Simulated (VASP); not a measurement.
# HfSn3S8 (P1) in VASP: single point with PBE

Aim: the single point of HfSn3S8 with PBE.

All numbers are computed with VASP 6.6.1; they aren't measurements. Logs are shortened: lines on timing, memory, paths and dates and some standing lists are left out, and cuts for length are marked.

### Step 1. The cell of the first run

The typed cell holds 12 atoms: a = 3.688 Å, b = 3.690 Å, c = 27.728 Å, α = 89.67°, β = 89.43°, γ = 119.98°.

### Step 2. Single point, PBE

The input, INCAR:

```
SYSTEM = HfSn3S8
PREC     = Accurate       ! precision mode
ENCUT    = 520            ! plane-wave cutoff, eV
EDIFF    = 1E-6           ! SCF threshold, eV
ISMEAR   = 0              ! smearing method
SIGMA    = 0.1            ! smearing width, eV
LREAL    = .FALSE.        ! projectors in reciprocal space
LASPH    = .TRUE.         ! aspherical terms in the spheres
NELM     = 80             ! most SCF steps
ALGO     = Normal         ! electronic algorithm
ISIF     = 2              ! what is computed and relaxed
LWAVE    = .FALSE.        ! write WAVECAR
LCHARG   = .FALSE.        ! write CHGCAR
GGA      = PE             ! functional
NBANDS   = 62             ! bands
```

The input, KPOINTS:

```
regular mesh
0
G
  6 6 1
  0 0 0
```

The input, POSCAR:

```
HfSn3S8
1.0
    3.6883751480     -0.0000233240      0.0186806700
   -1.8439064624      3.1962391844      0.0110410272
    0.1372367340      0.1655692763     27.7267907472
Hf Sn S
1 3 8
Direct
    0.0335883134      0.0136688021      0.4980286174
   -0.0005220252     -0.0302062760     -0.0010992340
   -0.0332486582     -0.0079628158      0.2515227451
    0.0004069044      0.0243427253      0.7515559090
    0.3259974969      0.6308741049      0.0523444694
    0.2933776324      0.6531057743      0.3049822108
    0.3597486140      0.6749520244      0.5495755569
    0.3267649354      0.6851115491      0.8050238803
    0.6403377042      0.3310139085      0.1980679203
    0.7066316489      0.3527790364      0.4464522685
    0.6740471472      0.3634926470      0.6981019354
    0.6728702868      0.3088285198      0.9454437209
```

Potentials or basis: VASP PAW PBE potentials, release 64 (Hf_pv, Sn_d, S).

Run with:

```bash
> cat potpaw_PBE.64/Hf_pv/POTCAR potpaw_PBE.64/Sn_d/POTCAR potpaw_PBE.64/S/POTCAR > POTCAR
> mpirun -np 1 vasp_std > vasp.out
```

OUTCAR:

```text
SYSTEM = HfSn3S8
   PREC = Accurate
   ENCUT = 520
   EDIFF = 1E-6
   ISMEAR = 0
   LREAL = .FALSE.
   LASPH = .TRUE.
   NELM = 80
   ISIF = 2
   GGA = PE

 ion  position               nearest neighbor table
   1  0.034  0.014  0.498-   7 2.56  10 2.56  10 2.57   7 2.57   7 2.57  10 2.57
   2  0.999  0.970  0.999-   5 2.59  12 2.59   5 2.59  12 2.60  12 2.60   5 2.60
   3  0.967  0.992  0.252-   9 2.59   6 2.59   6 2.59   9 2.59   9 2.60   6 2.60
   4  0.000  0.024  0.752-  11 2.59  11 2.60   8 2.60   8 2.60  11 2.60   8 2.60
   5  0.326  0.631  0.052-   2 2.59   2 2.59   2 2.60
   6  0.293  0.653  0.305-   3 2.59   3 2.59   3 2.60
   7  0.360  0.675  0.550-   1 2.56   1 2.57   1 2.57
   8  0.327  0.685  0.805-   4 2.60   4 2.60   4 2.60
   9  0.640  0.331  0.198-   3 2.59   3 2.59   3 2.60
  10  0.707  0.353  0.446-   1 2.56   1 2.57   1 2.57
  11  0.674  0.363  0.698-   4 2.59   4 2.60   4 2.60
  12  0.673  0.309  0.945-   2 2.59   2 2.60   2 2.60

  LATTYP: Found a triclinic cell.
 ALAT       =     3.6884224542
 B/A-ratio  =     1.7322398939
 C/A-ratio  =     7.8095424763
 COS(alpha) =     0.0022748001
 COS(beta)  =     0.1377131322
 COS(gamma) =     0.8658738811

  Lattice vectors:

 A1 = (  -3.6883751480,   0.0000233240,  -0.0186806700)
 A2 = (  -5.5322816104,   3.1962625084,  -0.0076396428)
 A3 = (  -3.8261741052,  -6.5580009971, -27.7862341416)

Analysis of symmetry for initial positions (statically):
=====================================================================
 Subroutine PRICEL returns:
 Original cell was already a primitive cell.

 Routine SETGRP: Setting up the symmetry group for a
 triclinic supercell.

 Subroutine GETGRP returns: Found  1 space group operations
 (whereof  1 operations were pure point group operations)
 out of a pool of  2 trial point group operations.

The static configuration has the point symmetry C_1 .

Analysis of symmetry for dynamics (positions and initial velocities):
=====================================================================
 Subroutine PRICEL returns:
 Original cell was already a primitive cell.

 Routine SETGRP: Setting up the symmetry group for a
 triclinic supercell.

 Subroutine GETGRP returns: Found  1 space group operations
 (whereof  1 operations were pure point group operations)
 out of a pool of  2 trial point group operations.

The dynamic configuration has the point symmetry C_1 .

 Subroutine INISYM returns: Found  1 space group operations
 (whereof  1 operations are pure point group operations),
 and found     1 'primitive' translations

----------------------------------------------------------------------------------------

                                     Primitive cell

  volume of cell :     326.8473

  direct lattice vectors                    reciprocal lattice vectors
     3.688375148 -0.000023324  0.018680670     0.271134613  0.156425088 -0.002276095
    -1.843906462  3.196239184  0.011041027     0.000011442  0.312880754 -0.001868410
     0.137236734  0.165569276 27.726790747    -0.000182679 -0.000229982  0.036068478

  length of vectors
     3.688422454  3.689994291 27.727624713     0.313030297  0.312886333  0.036069674

  position of ions in fractional coordinates (direct lattice)
     0.033588313  0.013668802  0.498028617
     0.999477975  0.969793724  0.998900766
     0.966751342  0.992037184  0.251522745
     0.000406904  0.024342725  0.751555909
     0.325997497  0.630874105  0.052344469
     0.293377632  0.653105774  0.304982211
     0.359748614  0.674952024  0.549575557
     0.326764935  0.685111549  0.805023880
     0.640337704  0.331013908  0.198067920
     0.706631649  0.352779036  0.446452269
     0.674047147  0.363492647  0.698101935
     0.672870287  0.308828520  0.945443721

  ion indices of the primitive-cell ions
   primitive index   ion index
                 1           1
                 2           2
                 3           3
                 4           4
                 5           5
                 6           6
                 7           7
                 8           8
                 9           9
                10          10
                11          11
                12          12

----------------------------------------------------------------------------------------

 KPOINTS: regular mesh

Automatic generation of k-mesh.
 Grid dimensions read from file:
 generate k-points for:    6    6    1

 Generating k-lattice:

  Cartesian coordinates                     Fractional coordinates (reciprocal lattice)
     0.045189102  0.026070848 -0.000379349     0.166666667 -0.000000000  0.000000000
     0.000001907  0.052146792 -0.000311402     0.000000000  0.166666667 -0.000000000
    -0.000182679 -0.000229982  0.036068478     0.000000000  0.000000000  1.000000000

  Length of vectors
     0.052171716  0.052147722  0.036069674

  Shift w.r.t. Gamma in fractional coordinates (k-lattice)
     0.000000000  0.000000000  0.000000000

 Subroutine IBZKPT returns following result:
 ===========================================

 Found     20 irreducible k-points:

 Following reciprocal coordinates:
            Coordinates               Weight
  0.000000  0.000000  0.000000      1.000000
  0.166667  0.000000  0.000000      2.000000
  0.333333  0.000000  0.000000      2.000000
  0.500000  0.000000  0.000000      1.000000
 -0.000000  0.166667  0.000000      2.000000
  0.166667  0.166667  0.000000      2.000000
[... 12 lines left out ...]
  0.333333  0.500000  0.000000      2.000000
  0.500000  0.500000  0.000000      1.000000
   k-points           NKPTS =     20   k-points in BZ     NKDIM =     20   number of bands    NBANDS=     62
   number of dos      NEDOS =    301   number of ions     NIONS =     12
   total plane-waves  NPLWV = 164640
   dimension x,y,z NGX =    28 NGY =   28 NGZ =  210
   dimension x,y,z NGXF=    56 NGYF=   56 NGZF=  420
   ions per type =               1   3   8
   NGX,Y,Z   is equivalent  to a cutoff of  12.62, 12.61, 12.59 a.u.
   NGXF,Y,Z  is equivalent  to a cutoff of  25.24, 25.23, 25.18 a.u.
 SYSTEM =  HfSn3S8
   PREC   = accura    normal or accurate (medium, high low for compatibility)
   ISTART =      0    job   : 0-new  1-cont  2-samecut
   ICHARG =      2    charge: 1-file 2-atom 10-const
   ISPIN  =      1    spin polarized calculation?
   LNONCOLLINEAR =      F non collinear calculations
   LSORBIT =      F    spin-orbit coupling
   LASPH  =      T    aspherical Exc in radial PAW
   ENCUT  =  520.0 eV  38.22 Ry    6.18 a.u.   6.86  6.86 51.56*2*pi/ulx,y,z
   NELM   =     80;   NELMIN=  2; NELMDL= -5     # of ELM steps
   EDIFF  = 0.1E-05   stopping-criterion for ELM
   LREAL  =      F    real-space projection
   EDIFFG = 0.1E-04   stopping-criterion for IOM
   NSW    =      0    number of steps for IOM
   IBRION =     -1    ionic relax: 0-MD 1-quasi-New 2-CG
   NFREE  =      0    steps in history (QN), initial steepest desc. (CG)
   ISIF   =      2    stress and relaxation
   ISYM   =      2    0-nonsym 1-usesym 2-fastsym
   POTIM  = 0.5000    time-step for ionic-motion
   TEBEG  =    0.0;   TEEND  =   0.0 temperature during run
   PSTRESS=    0.0 pullay stress
   NELECT =     100.0000    total number of electrons
   NUPDOWN=      -1.0000    fix difference up-down
   EMIN   =  10.00;   EMAX   =-10.00  energy-range for DOS
   EFERMI =   0.00;   METHOD = LEGACY
   ISMEAR =     0;   SIGMA  =   0.10  broadening in eV -4-tet -1-fermi 0-gaus
   EFERMI_NEDOS =   21; number of points for ismear=-14 and -15
   IALGO  =     38    algorithm
   IMIX   =      4    mixing-type and parameters
     AMIX     =   0.40;   BMIX     =  1.00
     AMIX_MAG =   1.60;   BMIX_MAG =  1.00
  volume/ion in A,a.u.               =      27.24       183.81
  Fermi-wavevector in a.u.,A,eV,Ry     =   1.103130  2.084613 16.556859  1.216895
  Thomas-Fermi vector in A             =   2.239583
   LORBIT       =      0    0 simple, 1 ext, 2 COOP (PROOUT), +10 PAW based schemes
   GGA     = PE    functional components
   LHFCALC =     F    Hartree Fock is set to
   AEXX    =    0.0000 exact exchange contribution
   IVDW    =     0    specifies the selected vdW correction
   LEPSILON=     F    determine dielectric tensor
   LRPA    =     F    only Hartree local field effects (RPA)
 non-spin polarized calculation
 Gauss-broadening in eV      SIGMA  =   0.10
  energy-cutoff  :      520.00
  volume of cell :      326.85
 maximum number of plane-waves:      8846
   NGX = 13   NGY = 13   NGZ =103

 number of electron     100.0000004 magnetization

 Free energy of the ion-electron system (eV)
  ---------------------------------------------------
  ext. energy  EPLUGINS =         0.00000000
  ---------------------------------------------------
  free energy    TOTEN  =       -62.56366715 eV

  energy without entropy =      -62.56366715  energy(sigma->0) =      -62.56366715

 E-fermi :   3.0001     XC(G=0):  -8.5022

 val. band max:        2.5158599182   @ k =   0.0000   0.0000   0.0000
 cond. band min:       3.7545411107   @ k =   0.5000   0.0000   0.0000
 fundamental gap:      1.2386811925
 Fermi energy:         3.0001130555

 k-point     1 :       0.0000    0.0000    0.0000
  band No.  band energies     occupation
      1     -28.1870      2.00000
      2     -28.0770      2.00000
      3     -28.0767      2.00000
      4     -18.5240      2.00000
      5     -18.5236      2.00000
      6     -18.5222      2.00000
[... 54 lines left out ...]
     61       7.6540      0.00000
     62       7.6659      0.00000

 k-point     2 :       0.1667    0.0000    0.0000
  band No.  band energies     occupation
      1     -28.1795      2.00000
      2     -28.1171      2.00000
      3     -28.0860      2.00000
      4     -18.5388      2.00000
      5     -18.5369      2.00000
      6     -18.5357      2.00000
[... 1169 lines left out ...]
      6     -18.5895      2.00000
[... 54 lines left out ...]
     61       8.4889      0.00000
     62       8.5702      0.00000

------------------------ aborting loop because EDIFF is reached ----------------------------------------

  FORCE on cell =-STRESS in cart. coord.  units (eV):
  Direction    XX          YY          ZZ          XY          YZ          ZX
  --------------------------------------------------------------------------------------
  -------------------------------------------------------------------------------------
  Total       -0.2588002     -0.3633793     -0.3452365     -0.0124825     -0.0097516      0.0010347
  in kB       -1.2686161     -1.7812536     -1.6923193     -0.0611881     -0.0478013      0.0050721
  external PRESSURE =      -1.5807297 kB  Pullay stress =       0.0000000 kB

 VOLUME and BASIS-vectors are now :
 -----------------------------------------------------------------------------
  energy-cutoff  :      520.00
  volume of cell :      326.85
      direct lattice vectors                 reciprocal lattice vectors
     3.688375148 -0.000023324  0.018680670     0.271134613  0.156425088 -0.002276095
    -1.843906462  3.196239184  0.011041027     0.000011442  0.312880754 -0.001868410
     0.137236734  0.165569276 27.726790747    -0.000182679 -0.000229982  0.036068478

 POSITION                                       TOTAL-FORCE (eV/Angst)
 -----------------------------------------------------------------------------------
      0.16703      0.12615     13.80951        -0.004973      0.001981     -0.005201
      2.03533      3.26506     27.72569        -0.000580      0.000247     -0.002342
      1.77104      3.21241      7.00293         0.000843      0.000385      0.000037
      0.05976      0.20224     20.83851        -0.000329     -0.000163      0.002481
      0.04631      2.02508      1.46440        -0.000990     -0.000539     -0.001718
     -0.08032      2.13797      8.46887         0.001172     -0.000112     -0.007217
      0.15776      2.24829     15.25214         0.005429     -0.001177     -0.071696
      0.05243      2.32306     22.33440         0.002116      0.001045     -0.010953
      1.77863      1.09078      5.50740        -0.000015     -0.000087      0.004585
      2.01710      1.20147     12.39578        -0.002167     -0.001418      0.081588
      1.91170      1.27738     19.37273        -0.000439     -0.001665      0.002792
      2.04210      1.14361     26.23010        -0.000067      0.001502      0.007643
 -----------------------------------------------------------------------------------
    total drift:                                0.000001     -0.000020      0.000518

  FREE ENERGIE OF THE ION-ELECTRON SYSTEM (eV)
  ---------------------------------------------------
  free  energy   TOTEN  =       -62.5636671526 eV

  energy  without entropy=      -62.5636671526  energy(sigma->0) =      -62.56366715
```

It took 7.6 min on 1 thread of Intel Xeon Platinum 8488C (Sapphire Rapids), shared host; peak memory 0.6 GiB.

What came out:

| Quantity | Value |
| --- | --- |
| Free energy | -62.5637 eV |
| Pressure | -0.2 GPa |
| Largest force | 0.082 eV/Å |
| Band gap on the k mesh | 1.24 eV, indirect (least direct gap 1.76 eV) |

Forces in eV/Å, atoms in the order of the input:
```
Hf  -0.005  0.002 -0.005
Sn  -0.001  0.000 -0.002
Sn   0.001  0.000  0.000
Sn   0.000  0.000  0.002
S   -0.001 -0.001 -0.002
S    0.001  0.000 -0.007
S    0.005 -0.001 -0.072
S    0.002  0.001 -0.011
S    0.000  0.000  0.005
S   -0.002 -0.001  0.082
S    0.000 -0.002  0.003
S    0.000  0.002  0.008
```

Levels at points of the mesh, in eV from the valence-band top:
```
           k point  band 48  band 49  band 50  band 51  band 52  band 53
(0.00, 0.00, 0.00)    -0.38     0.00     0.00     1.89     2.10     2.10
(0.50, 0.00, 0.00)    -0.55    -0.53    -0.52     1.24     1.27     1.30
(0.00, 0.50, 0.00)    -0.55    -0.53    -0.52     1.25     1.28     1.31
(0.50, 0.50, 0.00)    -0.55    -0.53    -0.52     1.24     1.27     1.30
```

Caveat: spin-orbit coupling is left out, which moves the levels of the heavy elements.
